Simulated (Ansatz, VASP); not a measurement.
**Ba in VASP and in Ansatz**

```
Ba
1.0
     3.30846    0.00000    0.00000
    -1.65423    2.86521    0.00000
     0.00000    0.00000   10.80183
Ba
4
Direct
  0.00000 0.00000 0.00000
  0.00000 0.00000 0.50000
  0.33333 0.66667 0.25000
  0.66667 0.33333 0.75000
```

Change from the starting cell: volume scaled by 0.4, crystal datasets.

Alike in both runs: task single point; functional PBE; k mesh 8 × 8 × 2; occupations fermi-dirac, width 0.08 eV; no spin polarisation.

|  | VASP | Ansatz |
| --- | --- | --- |
| version | VASP 6.6.1 | Ansatz 0.2.0 |
| potentials or method | VASP PAW PBE potentials, release 64 (Ba_sv), cutoff 520 eV | all-electron PAW with datasets made for the crystal, scalar-relativistic |

|  | VASP | Ansatz | Ansatz less VASP |
| --- | --- | --- | --- |
| pressure (GPa) | 29.0 | 23.3 | -5.72 |
| traceless stress, the component that is largest in VASP (GPa) | -0.32 | -0.73 | -0.410 |

Ansatz ran all-electron here, and VASP with PAW potentials.

Neither program's run includes spin-orbit coupling.
